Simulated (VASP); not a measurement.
# BaTiO3 (Barioperovskite) (Amm2) in VASP: single point with PBEsol

Aim: the single point of BaTiO3 (Barioperovskite) with PBEsol.

Program: VASP 6.6.1. These are calculated values, not measurements. Logs are shortened: lines on timing, memory, paths and dates and some standing lists are left out, and cuts for length are marked.

## 1. The cell of the first run

Symmetry: Amm2, No. 38, orthorhombic system. Conventional cell: a = 3.962 Å, b = 5.747 Å, c = 5.794 Å, α = 90.00°, β = 90.00°, γ = 90.00°. Ba (site symmetry mm2) has 12 O at 2.76 to 3.03 Å and 8 Ti at 3.44 to 3.58 Å within 3.6 Å. Ti (site symmetry mm2) has 6 O at 1.84 to 2.25 Å within 2.4 Å. O (site symmetry mm2) has 2 Ti at 1.99 Å within 2.6 Å. O (site symmetry m) has 2 Ti at 1.84 to 2.25 Å within 2.4 Å.

## 2. Single point, PBEsol (volume scaled by 1.040)

INCAR

```
SYSTEM = BaTiO3
PREC = Accurate ; ENCUT = 520
EDIFF = 1E-7 ; ISMEAR = 0
SIGMA = 0.05 ; LREAL = .False.
LASPH = .True. ; NELM = 80
ALGO = Normal ; ISIF = 2
LWAVE = .False. ; LCHARG = .False.
GGA = PS ; NBANDS = 28
```

KPOINTS

```
Automatic mesh
0
Gamma
  8 8 8
  0 0 0
```

POSCAR

```
BaTiO3
1.0
    3.9620042680      0.0000000000      0.0000000000
    0.0000000000      2.8735940539      2.8969140638
    0.0000000000     -2.8735940539      2.8969140638
Ba Ti O
1 1 3
Direct
    0.0000000000      0.0113597807      0.0113597807
    0.5000000000      0.5266406950      0.5266406950
    0.0000000000      0.4880275260      0.4880275260
    0.5000000000      0.4932491619      0.9776028364
    0.5000000000      0.9776028364      0.4932491619
```

Potentials or basis: VASP PAW PBE potentials, release 64 (Ba_sv, Ti_sv, O).

On the command line:

```
> cat potpaw_PBE.64/Ba_sv/POTCAR potpaw_PBE.64/Ti_sv/POTCAR potpaw_PBE.64/O/POTCAR > POTCAR
> mpirun -np 1 vasp_std > vasp.out
```

OUTCAR:

```text
SYSTEM = BaTiO3
   PREC = Accurate
   ENCUT = 520
   EDIFF = 1E-7
   ISMEAR = 0
   LREAL = .False.
   LASPH = .True.
   NELM = 80
   ISIF = 2
   GGA = PS

 ion  position               nearest neighbor table
   1  0.000  0.011  0.011-   3 2.76   4 2.79   5 2.79   4 2.79   5 2.79   3 2.88   3 2.88   5 2.90
                             4 2.90   5 2.90   4 2.90   3 3.03   2 3.44   2 3.44   2 3.49   2 3.49
   2  0.500  0.527  0.527-   4 1.84   5 1.84   3 1.99   3 1.99   5 2.25   4 2.25   1 3.44   1 3.44
                             1 3.49   1 3.49   1 3.49   1 3.49   1 3.58   1 3.58
   3  0.000  0.488  0.488-   2 1.99   2 1.99   1 2.76   1 2.88   1 2.88   1 3.03
   4  0.500  0.493  0.978-   2 1.84   2 2.25   1 2.79   1 2.79   1 2.90   1 2.90
   5  0.500  0.978  0.493-   2 1.84   2 2.25   1 2.79   1 2.79   1 2.90   1 2.90

  LATTYP: Found a base centered orthorhombic cell.
 ALAT       =     5.7471881078
 B/A-ratio  =     1.0081152764
 C/A-ratio  =     0.6893813450

  Lattice vectors:

 A1 = (   0.0000000000,   2.8735940539,  -2.8969140638)
 A2 = (   0.0000000000,   2.8735940539,   2.8969140638)
 A3 = (   3.9620042680,   0.0000000000,   0.0000000000)

Analysis of symmetry for initial positions (statically):
=====================================================================
 Subroutine PRICEL returns:
 Original cell was already a primitive cell.

 Routine SETGRP: Setting up the symmetry group for a
 base centered orthorhombic supercell.

 Subroutine GETGRP returns: Found  4 space group operations
 (whereof  4 operations were pure point group operations)
 out of a pool of  8 trial point group operations.

The static configuration has the point symmetry C_2v.

Analysis of symmetry for dynamics (positions and initial velocities):
=====================================================================
 Subroutine PRICEL returns:
 Original cell was already a primitive cell.

 Routine SETGRP: Setting up the symmetry group for a
 base centered orthorhombic supercell.

 Subroutine GETGRP returns: Found  4 space group operations
 (whereof  4 operations were pure point group operations)
 out of a pool of  8 trial point group operations.

The dynamic configuration has the point symmetry C_2v.

 Subroutine INISYM returns: Found  4 space group operations
 (whereof  4 operations are pure point group operations),
 and found     1 'primitive' translations

----------------------------------------------------------------------------------------

                                     Primitive cell

  volume of cell :      65.9638

  direct lattice vectors                    reciprocal lattice vectors
     3.962004268  0.000000000  0.000000000     0.252397507  0.000000000  0.000000000
     0.000000000  2.873594054  2.896914064     0.000000000  0.173998133  0.172597457
     0.000000000 -2.873594054  2.896914064     0.000000000 -0.173998133  0.172597457

  length of vectors
     3.962004268  4.080398740  4.080398740     0.252397507  0.245082093  0.245082093

  position of ions in fractional coordinates (direct lattice)
     0.000000000  0.011359781  0.011359781
     0.500000000  0.526640695  0.526640695
     0.000000000  0.488027526  0.488027526
     0.500000000  0.493249162  0.977602836
     0.500000000  0.977602836  0.493249162

  ion indices of the primitive-cell ions
   primitive index   ion index
                 1           1
                 2           2
                 3           3
                 4           4
                 5           5

----------------------------------------------------------------------------------------

 KPOINTS: Automatic mesh

Automatic generation of k-mesh.
 Grid dimensions read from file:
 generate k-points for:    8    8    8

 Generating k-lattice:

  Cartesian coordinates                     Fractional coordinates (reciprocal lattice)
     0.031549688  0.000000000  0.000000000     0.125000000  0.000000000  0.000000000
     0.000000000  0.021749767  0.021574682     0.000000000  0.125000000 -0.000000000
     0.000000000 -0.021749767  0.021574682     0.000000000 -0.000000000  0.125000000

  Length of vectors
     0.031549688  0.030635262  0.030635262

  Shift w.r.t. Gamma in fractional coordinates (k-lattice)
     0.000000000  0.000000000  0.000000000

 Subroutine IBZKPT returns following result:
 ===========================================

 Found    105 irreducible k-points:

 Following reciprocal coordinates:
            Coordinates               Weight
  0.000000  0.000000  0.000000      1.000000
  0.125000  0.000000  0.000000      2.000000
  0.250000  0.000000  0.000000      2.000000
  0.375000  0.000000  0.000000      2.000000
  0.500000  0.000000  0.000000      1.000000
  0.000000  0.125000 -0.000000      4.000000
[... 16 lines left out ...]
  0.250000  0.500000 -0.000000      4.000000
  0.375000  0.500000 -0.000000      4.000000
 [... further k-points ...]
   k-points           NKPTS =    105   k-points in BZ     NKDIM =    105   number of bands    NBANDS=     28
   number of dos      NEDOS =    301   number of ions     NIONS =      5
   total plane-waves  NPLWV =  27000
   dimension x,y,z NGX =    30 NGY =   30 NGZ =   30
   dimension x,y,z NGXF=    60 NGYF=   60 NGZF=   60
   ions per type =               1   1   3
   NGX,Y,Z   is equivalent  to a cutoff of  12.59, 12.22, 12.22 a.u.
   NGXF,Y,Z  is equivalent  to a cutoff of  25.18, 24.45, 24.45 a.u.
 SYSTEM =  BaTiO3
   PREC   = accura    normal or accurate (medium, high low for compatibility)
   ISTART =      0    job   : 0-new  1-cont  2-samecut
   ICHARG =      2    charge: 1-file 2-atom 10-const
   ISPIN  =      1    spin polarized calculation?
   LNONCOLLINEAR =      F non collinear calculations
   LSORBIT =      F    spin-orbit coupling
   LASPH  =      T    aspherical Exc in radial PAW
   ENCUT  =  520.0 eV  38.22 Ry    6.18 a.u.   7.37  7.59  7.59*2*pi/ulx,y,z
   NELM   =     80;   NELMIN=  2; NELMDL= -5     # of ELM steps
   EDIFF  = 0.1E-06   stopping-criterion for ELM
   LREAL  =      F    real-space projection
   EDIFFG = 0.1E-05   stopping-criterion for IOM
   NSW    =      0    number of steps for IOM
   IBRION =     -1    ionic relax: 0-MD 1-quasi-New 2-CG
   NFREE  =      0    steps in history (QN), initial steepest desc. (CG)
   ISIF   =      2    stress and relaxation
   ISYM   =      2    0-nonsym 1-usesym 2-fastsym
   POTIM  = 0.5000    time-step for ionic-motion
   TEBEG  =    0.0;   TEEND  =   0.0 temperature during run
   PSTRESS=    0.0 pullay stress
   NELECT =      40.0000    total number of electrons
   NUPDOWN=      -1.0000    fix difference up-down
   EMIN   =  10.00;   EMAX   =-10.00  energy-range for DOS
   EFERMI =   0.00;   METHOD = LEGACY
   ISMEAR =     0;   SIGMA  =   0.05  broadening in eV -4-tet -1-fermi 0-gaus
   EFERMI_NEDOS =   21; number of points for ismear=-14 and -15
   IALGO  =     38    algorithm
   IMIX   =      4    mixing-type and parameters
     AMIX     =   0.40;   BMIX     =  1.00
     AMIX_MAG =   1.60;   BMIX_MAG =  1.00
  volume/ion in A,a.u.               =      13.19        89.03
  Fermi-wavevector in a.u.,A,eV,Ry     =   1.385669  2.618535 26.124256  1.920079
  Thomas-Fermi vector in A             =   2.510057
   LORBIT       =      0    0 simple, 1 ext, 2 COOP (PROOUT), +10 PAW based schemes
   GGA     = PS    functional components
   LHFCALC =     F    Hartree Fock is set to
   AEXX    =    0.0000 exact exchange contribution
   IVDW    =     0    specifies the selected vdW correction
   LEPSILON=     F    determine dielectric tensor
   LRPA    =     F    only Hartree local field effects (RPA)
 non-spin polarized calculation
 Gauss-broadening in eV      SIGMA  =   0.05
  energy-cutoff  :      520.00
  volume of cell :       65.96
 maximum number of plane-waves:      1796
 NGX is ok and might be reduce to    30
   NGX = 15   NGY = 15   NGZ = 15

 number of electron      39.9999989 magnetization

 Free energy of the ion-electron system (eV)
  ---------------------------------------------------
  ext. energy  EPLUGINS =         0.00000000
  ---------------------------------------------------
  free energy    TOTEN  =       -41.99237534 eV

  energy without entropy =      -41.99237534  energy(sigma->0) =      -41.99237534

 E-fermi :   3.8483     XC(G=0): -11.3422

 val. band max:        3.4684054131   @ k =   0.5000   0.5000   0.5000
 cond. band min:       5.7560757141   @ k =   0.0000   0.0000   0.0000
 fundamental gap:      2.2876703011
 Fermi energy:         3.8483149978

 k-point     1 :       0.0000    0.0000    0.0000
  band No.  band energies     occupation
      1     -52.6166      2.00000
      2     -29.0163      2.00000
      3     -29.0104      2.00000
      4     -28.9317      2.00000
      5     -21.4105      2.00000
      6     -13.2700      2.00000
[... 20 lines left out ...]
     27       8.5142      0.00000
     28      10.2625      0.00000

 k-point     2 :       0.1250    0.0000    0.0000
  band No.  band energies     occupation
      1     -52.6164      2.00000
      2     -29.0159      2.00000
      3     -29.0101      2.00000
      4     -28.9404      2.00000
      5     -21.3932      2.00000
      6     -13.2735      2.00000
[... 20 lines left out ...]
     27       8.8138      0.00000
     28      10.6547      0.00000

 k-point     3 :       0.2500    0.0000    0.0000
  band No.  band energies     occupation
      1     -52.6159      2.00000
      2     -29.0151      2.00000
      3     -29.0092      2.00000
      4     -28.9615      2.00000
      5     -21.3509      2.00000
      6     -13.3269      2.00000
[... 20 lines left out ...]
     27       9.5261      0.00000
     28      11.5930      0.00000

 k-point     4 :       0.3750    0.0000    0.0000
  band No.  band energies     occupation
      1     -52.6155      2.00000
      2     -29.0143      2.00000
      3     -29.0083      2.00000
      4     -28.9825      2.00000
      5     -21.3077      2.00000
      6     -13.4232      2.00000
[... 578 lines left out ...]
     27      11.0039      0.00000
     28      11.7510      0.00000

 k-point    23 :       0.2500    0.5000   -0.0000
  band No.  band energies     occupation
      1     -52.6151      2.00000
      2     -29.0545      2.00000
      3     -29.0103      2.00000
      4     -28.9592      2.00000
      5     -21.2714      2.00000
      6     -13.2065      2.00000
[... 20 lines left out ...]
     27      11.6441      0.00000
     28      11.9539      0.00000

 k-point    24 :       0.3750    0.5000   -0.0000
  band No.  band energies     occupation
      1     -52.6147      2.00000
      2     -29.0531      2.00000
      3     -29.0094      2.00000
      4     -28.9797      2.00000
      5     -21.2418      2.00000
      6     -13.0058      2.00000
[... 20 lines left out ...]
     27      11.3357      0.00000
     28      12.7143      0.00000

 [... further k-points ...]
[... 5 lines left out ...]
  --------------------------------------------------------------------------------------
  -------------------------------------------------------------------------------------
  Total       -1.0199764     -0.9109336     -0.9590550      0.0000000      0.0000000      0.0000000
  in kB      -24.7739210    -22.1254100    -23.2942183      0.0000000      0.0000000      0.0000000
  external PRESSURE =     -23.3978498 kB  Pullay stress =       0.0000000 kB

 VOLUME and BASIS-vectors are now :
 -----------------------------------------------------------------------------
  energy-cutoff  :      520.00
  volume of cell :       65.96
      direct lattice vectors                 reciprocal lattice vectors
     3.962004268  0.000000000  0.000000000     0.252397507  0.000000000  0.000000000
     0.000000000  2.873594054  2.896914064     0.000000000  0.173998133  0.172597457
     0.000000000 -2.873594054  2.896914064     0.000000000 -0.173998133  0.172597457

 POSITION                                       TOTAL-FORCE (eV/Angst)
 -----------------------------------------------------------------------------------
      0.00000      0.00000      0.06582         0.000000      0.000000     -0.048080
      1.98100      0.00000      3.05127         0.000000      0.000000     -0.085126
      0.00000      0.00000      2.82755         0.000000      0.000000      0.025046
      1.98100     -1.39184      4.26093         0.000000     -0.031424      0.054080
      1.98100      1.39184      4.26093         0.000000      0.031424      0.054080
 -----------------------------------------------------------------------------------
    total drift:                                0.000000      0.000001      0.000559

  FREE ENERGIE OF THE ION-ELECTRON SYSTEM (eV)
  ---------------------------------------------------
  free  energy   TOTEN  =       -41.9923753354 eV

  energy  without entropy=      -41.9923753354  energy(sigma->0) =      -41.99237534
```

It took 2.7 min on 1 thread of Oxide Virtual Turin-like, shared host; peak memory 0.27 GiB.

What came out:

```yaml
Free_energy: -41.9924 eV
Pressure: -2.3 GPa
Largest_force: 0.085 eV/Å
Band_gap_on_the_k_mesh: 2.29 eV, indirect (least direct gap 2.80 eV)
```

Forces on the atoms (eV/Å):
```
Ba   0.000  0.000 -0.048
Ti   0.000  0.000 -0.085
O    0.000  0.000  0.025
O    0.000 -0.031  0.054
O    0.000  0.031  0.054
```

Levels at points of the mesh, in eV from the valence-band top:
| k point | band 16 | band 17 | band 18 | band 19 | band 20 | band 21 | band 22 | band 23 | band 24 | band 25 |
| --- | --- | --- | --- | --- | --- | --- | --- | --- | --- | --- |
| (0.00, 0.00, 0.00) | -1.42 | -1.14 | -0.68 | -0.61 | -0.51 | 2.29 | 2.59 | 2.64 | 4.45 | 4.50 |
| (0.50, 0.00, 0.00) | -2.23 | -1.71 | -1.52 | -1.32 | -1.17 | 2.73 | 3.66 | 3.92 | 4.41 | 5.75 |
| (0.00, 0.50, 0.00) | -1.91 | -1.86 | -1.70 | -1.05 | -0.82 | 2.54 | 3.74 | 3.76 | 4.44 | 6.04 |
| (0.50, 0.50, 0.00) | -2.67 | -1.72 | -0.98 | -0.94 | -0.08 | 3.79 | 3.81 | 4.13 | 4.75 | 7.55 |
| (0.00, 0.50, 0.50) | -2.69 | -1.62 | -0.98 | -0.87 | -0.33 | 3.73 | 3.81 | 4.01 | 5.17 | 7.45 |
| (0.50, 0.50, 0.50) | -2.46 | -2.41 | -0.25 | -0.04 | 0.00 | 4.21 | 4.26 | 4.42 | 6.23 | 6.42 |

Caveat: the PAW data sets were made with another functional, which shifts forces and pressure a little; spin-orbit coupling is left out, which moves the levels of the heavy elements. A k mesh can miss the band edges.
